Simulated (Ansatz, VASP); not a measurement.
# One calculation of SnSe, two programs

```
Sn Se
1.0
     0.00000    3.38881    3.38881
     3.38881    0.00000    3.38881
     3.38881    3.38881    0.00000
Sn Se
1 1
Direct
  0.00000 0.00000 0.00000
  0.25000 0.25000 0.25000
```

Change from the starting cell: species swapped into the CdTe type (F-43m, No. 216).

Alike in both runs: task relaxation of cell and atoms; functional PBE; k mesh 10 × 10 × 10; occupations gaussian, width 0.01 eV; no spin polarisation.

|  | VASP | Ansatz |
| --- | --- | --- |
| version | VASP 6.6.1 | Ansatz 0.2.0 |
| potentials or method | VASP PAW PBE potentials, release 64 (Sn_d, Se), cutoff 600 eV | scalar-relativistic, plane waves, PAW |
| valence electrons in the cell | 20 | 30 |

Ansatz gave:

```
gap on the k mesh at the Fermi level, each at its own relaxed structure (eV) : 0.11
relaxed volume (Å³/atom)                                                     : 38.92
relaxed cell length with the largest relative difference (Å)                 : 4.793
```

**Question.** Which values does VASP return?

**Answer.** gap on the k mesh at the Fermi level, each at its own relaxed structure (eV): 0.12; relaxed volume (Å³/atom): 38.99; relaxed cell length with the largest relative difference (Å): 4.795.

VASP's potentials hold 20 valence electrons a cell and Ansatz's 30, so a difference there can come from the potentials and not from the codes.
